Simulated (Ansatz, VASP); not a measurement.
One calculation of TiSi2, two programs

The input POSCAR:

```
TiSi2
1.0
   -1.4428049511      1.6771787643      4.1260979956
    1.4428049511     -1.6771787643      4.1260979956
    1.4428049511      1.6771787643     -4.1260979956
Ti Si
1 2
Direct
    0.0000000000      0.0000000000      0.0000000000
    0.6700780000      0.6700780000      0.0000000000
    0.3299220000      0.3299220000      0.0000000000
```

The input INCAR.step1:

```
SYSTEM = TiSi2
PREC = Accurate
ENCUT = 520
ISMEAR = -1
SIGMA = 0.05
LREAL = .FALSE.
LASPH = .TRUE.
NELM = 80
NBANDS = 17
GGA = PE
ALGO = Normal
EDIFF = 1E-4
LWAVE = .TRUE.
LCHARG = .FALSE.
```

INCAR.step2

```
SYSTEM = TiSi2
PREC = Accurate
ENCUT = 520
EDIFF = 1E-7
ISMEAR = -1
SIGMA = 0.05
LREAL = .FALSE.
LASPH = .TRUE.
NELM = 80
ALGO = Normal
ISIF = 2
LWAVE = .FALSE.
LCHARG = .TRUE.
METAGGA = R2SCAN
LMIXTAU = .TRUE.
LELF = .TRUE.
LVHAR = .TRUE.
NBANDS = 17
ISTART = 1
```

Contents of KPOINTS:

```
Automatic mesh
0
G
  12 12 12
  0 0 0
```

input.yaml

```yaml
crystal:
  lattice:
    - [-1.4428049511, 1.6771787643, 4.1260979956]
    - [1.4428049511, -1.6771787643, 4.1260979956]
    - [1.4428049511, 1.6771787643, -4.1260979956]
  atoms:
    - { symbol: Ti, position: [0.0, 0.0, 0.0] }
    - { symbol: Si, position: [0.670078, 0.670078, 0.0] }
    - { symbol: Si, position: [0.329922, 0.329922, 0.0] }
hamiltonian:
  xc: r2scan
  pseudopotentials: { kind: paw }
kpoints:
  mp_grid: { grid: [12, 12, 12] }
scf:
  occupations: { method: fermi_dirac, width: 0.05 }
output:
  forces: true
  stress: true
  eigenvalues: true
  write_density: true
  write_potential: true
  elf: true
  volumetric_format: npy
```

Alike in both runs: task single point; functional r2SCAN; k mesh 12 × 12 × 12; occupations fermi-dirac, width 0.05 eV; no spin polarisation.

```csv
,VASP,Ansatz
version,VASP 6.6.1,Ansatz 0.2.0
potentials or method,"VASP PAW PBE potentials, release 64 (Ti_sv, Si)",Ansatz PAW
plane-wave cutoff (eV),520,500
valence electrons in the cell,20,20
```

VASP gave:

- gap on the k mesh at the Fermi level (eV): none
- pressure (GPa): 7.7
- traceless stress, the component that is largest in VASP (GPa): 0.58
- rms of the force components (eV/Å): 0.056

Which values does Ansatz return?

gap on the k mesh at the Fermi level (eV): none; pressure (GPa): 7.3; traceless stress, the component that is largest in VASP (GPa): 0.59; rms of the force components (eV/Å): 0.049.

VASP's potentials were made for PBE, not for r2SCAN. Atom by atom the forces differ by 0.007 eV/Å (rms over components). A gap of «none» marks a metal or a gap that the smearing closes.
